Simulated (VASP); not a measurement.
# GaSb (P4/mmm) in VASP: single point with PBE

Aim: the single point of GaSb with PBE.

Everything below comes from runs of VASP 6.6.1. Logs are shortened: lines on timing, memory, paths and dates and some standing lists are left out, and cuts for length are marked.

### Step 1. The cell of the first run

The structure is tetragonal, space group P4/mmm (No. 123). Conventional cell: a = 4.060 Å, b = 4.060 Å, c = 3.045 Å, α = 90.00°, β = 90.00°, γ = 90.00°. Ga (site symmetry 4/mmm) has 4 Sb at 2.87 Å and 2 Ga at 3.05 Å within 3.8 Å. Sb (site symmetry 4/mmm) has 4 Ga at 2.87 Å and 2 Sb at 3.05 Å within 3.8 Å.

### Step 2. Single point, PBE

INCAR

```
SYSTEM = GaSb
  PREC = Accurate
  ENCUT = 520
  EDIFF = 1E-7
  ISMEAR = 0
  SIGMA = 0.1
  LREAL = .FALSE.
  LASPH = .TRUE.
  NELM = 80
  ALGO = Normal
  ISIF = 2
  LWAVE = .FALSE.
  LCHARG = .FALSE.
  GGA = PE
  NBANDS = 46
```

KPOINTS

```
regular mesh
0
G
  6 6 6
  0 0 0
```

POSCAR

```
GaSb
1.0
   -5.7419609372      0.0000000000      0.0000000000
    0.0000000000      0.0000000000      6.0902074202
    0.0000000000      5.7419609372      0.0000000000
Ga Sb
4 4
Direct
    0.5000000000      0.0000000000      0.0000000000
    0.5000000000      0.5000000000      0.0000000000
    0.0000000000      0.0000000000      0.5000000000
    0.0000000000      0.5000000000      0.5000000000
    0.5000000000      0.0000000000      0.5000000000
    0.5000000000      0.5000000000      0.5000000000
    0.0000000000      0.0000000000      0.0000000000
    0.0000000000      0.5000000000      0.0000000000
```

Potentials or basis: VASP PAW PBE potentials, release 64 (Ga_d, Sb).

Command:

```
$ cat potpaw_PBE.64/Ga_d/POTCAR potpaw_PBE.64/Sb/POTCAR > POTCAR
$ mpirun -np 1 vasp_std > vasp.out
```

OUTCAR:

```text
SYSTEM = GaSb
   PREC = Accurate
   ENCUT = 520
   EDIFF = 1E-7
   ISMEAR = 0
   LREAL = .FALSE.
   LASPH = .TRUE.
   NELM = 80
   ISIF = 2
   GGA = PE

 ion  position               nearest neighbor table
   1  0.500  0.000  0.000-   5 2.87   7 2.87   5 2.87   7 2.87
   2  0.500  0.500  0.000-   6 2.87   8 2.87   6 2.87   8 2.87
   3  0.000  0.000  0.500-   5 2.87   7 2.87   7 2.87   5 2.87
   4  0.000  0.500  0.500-   6 2.87   8 2.87   8 2.87   6 2.87
   5  0.500  0.000  0.500-   1 2.87   3 2.87   1 2.87   3 2.87   6 3.05   6 3.05
   6  0.500  0.500  0.500-   2 2.87   4 2.87   2 2.87   4 2.87   5 3.05   5 3.05
   7  0.000  0.000  0.000-   1 2.87   3 2.87   3 2.87   1 2.87   8 3.05   8 3.05
   8  0.000  0.500  0.000-   2 2.87   4 2.87   4 2.87   2 2.87   7 3.05   7 3.05

  LATTYP: Found a simple tetragonal cell.
 ALAT       =     5.7419609372
 C/A-ratio  =     1.0606493995

  Lattice vectors:

 A1 = (   5.7419609372,   0.0000000000,   0.0000000000)
 A2 = (   0.0000000000,   5.7419609372,   0.0000000000)
 A3 = (   0.0000000000,   0.0000000000,   6.0902074202)

Analysis of symmetry for initial positions (statically):
=====================================================================
 Subroutine PRICEL returns following result:

  LATTYP: Found a simple tetragonal cell.
 ALAT       =     4.0601795160
 C/A-ratio  =     0.7499923829

  Lattice vectors:

 A1 = (   2.8709804686,   2.8709804686,   0.0000000000)
 A2 = (  -2.8709804686,   2.8709804686,   0.0000000000)
 A3 = (   0.0000000000,   0.0000000000,   3.0451037101)

   4 primitive cells build up your supercell.

 Routine SETGRP: Setting up the symmetry group for a
 simple tetragonal supercell.

 Subroutine GETGRP returns: Found 16 space group operations
 (whereof 16 operations were pure point group operations)
 out of a pool of 16 trial point group operations.

The static configuration has the point symmetry D_4h.

Analysis of symmetry for dynamics (positions and initial velocities):
=====================================================================
 Subroutine PRICEL returns following result:

  LATTYP: Found a simple tetragonal cell.
 ALAT       =     4.0601795160
 C/A-ratio  =     0.7499923829

  Lattice vectors:

 A1 = (   2.8709804686,   2.8709804686,   0.0000000000)
 A2 = (  -2.8709804686,   2.8709804686,   0.0000000000)
 A3 = (   0.0000000000,   0.0000000000,   3.0451037101)

   4 primitive cells build up your supercell.

 Routine SETGRP: Setting up the symmetry group for a
 simple tetragonal supercell.

 Subroutine GETGRP returns: Found 16 space group operations
 (whereof 16 operations were pure point group operations)
 out of a pool of 16 trial point group operations.

The dynamic configuration has the point symmetry D_4h.

 Subroutine INISYM returns: Found 16 space group operations
 (whereof 16 operations are pure point group operations),
 and found     4 'primitive' translations

----------------------------------------------------------------------------------------

                                     Primitive cell

  volume of cell :      50.1987

  direct lattice vectors                    reciprocal lattice vectors
     2.870980469  2.870980469  0.000000000     0.174156531  0.174156531  0.000000000
    -2.870980469  2.870980469  0.000000000    -0.174156531  0.174156531  0.000000000
     0.000000000  0.000000000  3.045103710     0.000000000  0.000000000  0.328396040

  length of vectors
     4.060179516  4.060179516  3.045103710     0.246294529  0.246294529  0.328396040

  position of ions in fractional coordinates (direct lattice)
     0.500000000  0.500000000  0.000000000
     0.000000000  1.000000000  0.000000000

  ion indices of the primitive-cell ions
   primitive index   ion index
                 1           1
                 2           5

----------------------------------------------------------------------------------------

 KPOINTS: regular mesh

Automatic generation of k-mesh.
 Grid dimensions read from file:
 generate k-points for:    6    6    6

 Generating k-lattice:

  Cartesian coordinates                     Fractional coordinates (reciprocal lattice)
    -0.029026089  0.000000000  0.000000000     0.166666667  0.000000000  0.000000000
     0.000000000  0.000000000  0.027366337     0.000000000  0.166666667  0.000000000
     0.000000000  0.029026089  0.000000000     0.000000000  0.000000000  0.166666667

  Length of vectors
     0.029026089  0.027366337  0.029026089

  Shift w.r.t. Gamma in fractional coordinates (k-lattice)
     0.000000000  0.000000000  0.000000000

 Subroutine IBZKPT returns following result:
 ===========================================

 Found     40 irreducible k-points:

 Following reciprocal coordinates:
            Coordinates               Weight
  0.000000  0.000000  0.000000      1.000000
  0.166667  0.000000  0.000000      4.000000
  0.333333  0.000000  0.000000      4.000000
  0.500000  0.000000  0.000000      2.000000
  0.000000  0.166667  0.000000      2.000000
  0.166667  0.166667  0.000000      8.000000
[... 16 lines left out ...]
  0.166667  0.333333  0.166667      8.000000
  0.333333  0.333333  0.166667     16.000000
 [... further k-points ...]
   k-points           NKPTS =     40   k-points in BZ     NKDIM =     40   number of bands    NBANDS=     46
   number of dos      NEDOS =    301   number of ions     NIONS =      8
   total plane-waves  NPLWV = 110592
   dimension x,y,z NGX =    48 NGY =   48 NGZ =   48
   dimension x,y,z NGXF=    96 NGYF=   96 NGZF=   96
   ions per type =               4   4
   NGX,Y,Z   is equivalent  to a cutoff of  13.90, 13.10, 13.90 a.u.
   NGXF,Y,Z  is equivalent  to a cutoff of  27.79, 26.21, 27.79 a.u.
 SYSTEM =  GaSb
   PREC   = accura    normal or accurate (medium, high low for compatibility)
   ISTART =      0    job   : 0-new  1-cont  2-samecut
   ICHARG =      2    charge: 1-file 2-atom 10-const
   ISPIN  =      1    spin polarized calculation?
   LNONCOLLINEAR =      F non collinear calculations
   LSORBIT =      F    spin-orbit coupling
   LASPH  =      T    aspherical Exc in radial PAW
   ENCUT  =  520.0 eV  38.22 Ry    6.18 a.u.  10.68 11.32 10.68*2*pi/ulx,y,z
   NELM   =     80;   NELMIN=  2; NELMDL= -5     # of ELM steps
   EDIFF  = 0.1E-06   stopping-criterion for ELM
   LREAL  =      F    real-space projection
   EDIFFG = 0.1E-05   stopping-criterion for IOM
   NSW    =      0    number of steps for IOM
   IBRION =     -1    ionic relax: 0-MD 1-quasi-New 2-CG
   NFREE  =      0    steps in history (QN), initial steepest desc. (CG)
   ISIF   =      2    stress and relaxation
   ISYM   =      2    0-nonsym 1-usesym 2-fastsym
   POTIM  = 0.5000    time-step for ionic-motion
   TEBEG  =    0.0;   TEEND  =   0.0 temperature during run
   PSTRESS=    0.0 pullay stress
   NELECT =      72.0000    total number of electrons
   NUPDOWN=      -1.0000    fix difference up-down
   EMIN   =  10.00;   EMAX   =-10.00  energy-range for DOS
   EFERMI =   0.00;   METHOD = LEGACY
   ISMEAR =     0;   SIGMA  =   0.10  broadening in eV -4-tet -1-fermi 0-gaus
   EFERMI_NEDOS =   21; number of points for ismear=-14 and -15
   IALGO  =     38    algorithm
   IMIX   =      4    mixing-type and parameters
     AMIX     =   0.40;   BMIX     =  1.00
     AMIX_MAG =   1.60;   BMIX_MAG =  1.00
  volume/ion in A,a.u.               =      25.10       169.38
  Fermi-wavevector in a.u.,A,eV,Ry     =   1.163058  2.197861 18.404663  1.352705
  Thomas-Fermi vector in A             =   2.299612
   LORBIT       =      0    0 simple, 1 ext, 2 COOP (PROOUT), +10 PAW based schemes
   GGA     = PE    functional components
   LHFCALC =     F    Hartree Fock is set to
   AEXX    =    0.0000 exact exchange contribution
   IVDW    =     0    specifies the selected vdW correction
   LEPSILON=     F    determine dielectric tensor
   LRPA    =     F    only Hartree local field effects (RPA)
 non-spin polarized calculation
 Gauss-broadening in eV      SIGMA  =   0.10
  energy-cutoff  :      520.00
  volume of cell :      200.79
 maximum number of plane-waves:      5432
 NGX is ok and might be reduce to    48
   NGX = 21   NGY = 23   NGZ = 21

 number of electron      72.0000054 magnetization

 Free energy of the ion-electron system (eV)
  ---------------------------------------------------
  ext. energy  EPLUGINS =         0.00000000
  ---------------------------------------------------
  free energy    TOTEN  =       -27.36627833 eV

  energy without entropy =      -27.34811071  energy(sigma->0) =      -27.35719452

 E-fermi :   6.1055     XC(G=0): -10.0076

 val. band max:        6.0997141883   @ k =   0.1667   0.1667   0.0000
 cond. band min:       6.1084328184   @ k =   0.3333   0.0000   0.3333
 fundamental gap:      0.0087186302
 Fermi energy:         6.1055331637

 k-point     1 :       0.0000    0.0000    0.0000
  band No.  band energies     occupation
      1      -8.8384      2.00000
      2      -8.8137      2.00000
      3      -8.8108      2.00000
      4      -8.7751      2.00000
      5      -8.7451      2.00000
      6      -8.7451      2.00000
[... 38 lines left out ...]
     45      12.0287      0.00000
     46      12.0788      0.00000

 k-point     2 :       0.1667    0.0000    0.0000
  band No.  band energies     occupation
      1      -8.8358      2.00000
      2      -8.8122      2.00000
      3      -8.8063      2.00000
      4      -8.7709      2.00000
      5      -8.7451      2.00000
      6      -8.7446      2.00000
[... 38 lines left out ...]
     45      11.0079      0.00000
     46      11.7140      0.00000

 k-point     3 :       0.3333    0.0000    0.0000
  band No.  band energies     occupation
      1      -8.8294      2.00000
      2      -8.8160      2.00000
      3      -8.7874      2.00000
      4      -8.7598      2.00000
      5      -8.7454      2.00000
      6      -8.7446      2.00000
[... 1018 lines left out ...]
     45      11.2253      0.00000
     46      11.3569      0.00000

 k-point    24 :       0.3333    0.3333    0.1667
  band No.  band energies     occupation
      1      -8.7854      2.00000
      2      -8.7769      2.00000
      3      -8.7712      2.00000
      4      -8.7635      2.00000
      5      -8.7429      2.00000
      6      -8.7370      2.00000
[... 38 lines left out ...]
     45      10.8074      0.00000
     46      11.5893      0.00000

 [... further k-points ...]
[... 5 lines left out ...]
  --------------------------------------------------------------------------------------
  -------------------------------------------------------------------------------------
  Total        0.1088949      0.1088949     -0.0338329      0.0000000      0.0000000     -0.0000000
  in kB        0.8688915      0.8688915     -0.2699590      0.0000000      0.0000000     -0.0000000
  external PRESSURE =       0.4892747 kB  Pullay stress =       0.0000000 kB

 VOLUME and BASIS-vectors are now :
 -----------------------------------------------------------------------------
  energy-cutoff  :      520.00
  volume of cell :      200.79
      direct lattice vectors                 reciprocal lattice vectors
    -5.741960937  0.000000000  0.000000000    -0.174156531  0.000000000  0.000000000
     0.000000000  0.000000000  6.090207420     0.000000000  0.000000000  0.164198020
     0.000000000  5.741960937  0.000000000     0.000000000  0.174156531  0.000000000

 POSITION                                       TOTAL-FORCE (eV/Angst)
 -----------------------------------------------------------------------------------
     -2.87098      0.00000      0.00000        -0.000000     -0.000000      0.000000
     -2.87098      0.00000      3.04510         0.000000     -0.000000     -0.000000
      0.00000      2.87098      0.00000         0.000000      0.000000      0.000000
      0.00000      2.87098      3.04510         0.000000     -0.000000     -0.000000
     -2.87098      2.87098      0.00000        -0.000000      0.000000      0.000000
     -2.87098      2.87098      3.04510        -0.000000      0.000000      0.000000
      0.00000      0.00000      0.00000        -0.000000      0.000000      0.000000
      0.00000      0.00000      3.04510        -0.000000      0.000000      0.000000
 -----------------------------------------------------------------------------------
    total drift:                               -0.000000      0.000000      0.000000

  FREE ENERGIE OF THE ION-ELECTRON SYSTEM (eV)
  ---------------------------------------------------
  free  energy   TOTEN  =       -27.3662783266 eV

  energy  without entropy=      -27.3481107054  energy(sigma->0) =      -27.35719452
```

It took 7.5 min on 1 thread of Intel Xeon Platinum 8259CL at 2.50GHz (Skylake/Cascade Lake), shared host; peak memory 0.51 GiB.

Results:

```
Free energy            : -27.3663 eV
Pressure               : 0.0 GPa
Band gap on the k mesh : zero (band 36 reaches 7.56 eV, above the bottom of band 37 at 4.78 eV)
```

Levels at points of the mesh, in eV from the Fermi level:
```csv
k point,band 32,band 33,band 34,band 35,band 36,band 37,band 38,band 39,band 40,band 41
"(0.00, 0.00, 0.00)",-2.78,-2.78,-2.23,-2.23,-0.54,-0.43,-0.17,-0.17,1.07,2.91
"(0.50, 0.00, 0.00)",-3.58,-1.75,-1.75,-0.46,-0.46,-0.11,-0.11,2.34,2.34,3.14
"(0.00, 0.50, 0.00)",-2.80,-1.39,-1.39,-1.39,-1.39,-1.33,-1.33,0.63,0.63,3.42
"(0.50, 0.50, 0.00)",-3.06,-0.47,-0.47,-0.47,-0.47,0.82,0.82,0.82,0.82,3.17
"(0.50, 0.00, 0.50)",-1.56,-0.45,-0.45,1.36,1.36,1.52,1.52,1.67,1.67,1.68
"(0.50, 0.50, 0.50)",-0.11,0.41,0.41,0.41,0.41,1.70,1.70,1.70,1.70,2.36
```

Caveat: spin-orbit coupling is left out, which moves the levels of the heavy elements.
